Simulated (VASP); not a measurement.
The system is Sc4BP3.

```xyz
8
Lattice="5.1300 0.0000 0.0000 0.0000 5.1300 0.0000 0.0000 0.0000 5.1300" Properties=species:S:1:pos:R:3 pbc="T T T"
Sc    2.5650    0.0000    0.0000
Sc    2.5650    2.5650    2.5650
Sc    0.0000    2.5650    0.0000
Sc    0.0000    0.0000    2.5650
B     0.0000    0.0000    0.0000
P     2.5650    0.0000    2.5650
P     2.5650    2.5650    0.0000
P     0.0000    2.5650    2.5650
```

| Property | Result |
| --- | --- |
| Program | VASP 6.6.1 |
| Task | relaxation of cell and atoms |
| Functional | PBE |
| Potentials or basis | VASP PAW PBE potentials, release 64 (Sc_sv, B, P) |
| Cutoff | 600 eV |
| k mesh | 3 × 3 × 3 |
| Occupations | gaussian, width 0.2 eV |
| Spin | no spin polarisation |

At the start: pressure 6.9 GPa; volume 16.88 Å³/atom.

How do energy, volume and symmetry change on relaxing?

Over 3 steps the energy falls by 23.3 meV/atom and the volume is 18.01 Å³/atom (+6.7 %); space group Pm-3m (No. 221, to 0.1 Å) before and after.

Step by step:
| step | energy change (eV) | largest force (eV/Å) | pressure (GPa) | volume (Å³) |
| --- | --- | --- | --- | --- |
| 1 | 0.0000 | 0.0000 | 6.93 | 135.01 |
| 2 | -0.1231 | 0.0000 | -3.43 | 149.78 |
| 3 | -0.1863 | 0.0000 | -0.01 | 144.07 |

Final structure:
```
CELL_PARAMETERS angstrom
5.24236 0.00000 0.00000
0.00000 5.24236 0.00000
0.00000 0.00000 5.24236
ATOMIC_POSITIONS crystal
Sc 0.50000 0.00000 0.00000
Sc 0.50000 0.50000 0.50000
Sc 0.00000 0.50000 0.00000
Sc 0.00000 0.00000 0.50000
B 0.00000 0.00000 0.00000
P 0.50000 0.00000 0.50000
P 0.50000 0.50000 0.00000
P 0.00000 0.50000 0.50000
```

Caveat: the k points lie up to 0.40 Å⁻¹ apart in the final cell.
